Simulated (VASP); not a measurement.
The system is Ir.

```
Ir
1.0
     0.00000    1.90541    1.90541
     1.90541    0.00000    1.90541
     1.90541    1.90541    0.00000
Ir
1
Direct
  0.00000 0.00000 0.00000
```

Base run:

- Program: VASP 6.6.1
- Functional: LDA
- Potentials or basis: VASP PAW LDA potentials, release 64 (Ir_sv_GW)
- Cutoff: 500 eV
- k mesh: 22 × 22 × 22
- Occupations: gaussian, width 0.15 eV
- Spin: no spin polarisation

Its results: pressure -1.5 GPa.

Q: The run is repeated on the same cell with these changes: potentials or basis from VASP PAW LDA potentials, release 64 (Ir_sv_GW) to VASP PAW LDA potentials, release 64 (Ir); cutoff from 500 eV to 520 eV; further incar settings from ALGO = Normal; EDIFF = 1e-06; NBANDS = 14 to ALGO = Fast; EDIFF = 1e-06; NBANDS = 10; valence electrons from 17 to 9. What comes out?

A: Pressure 2.7 GPa.
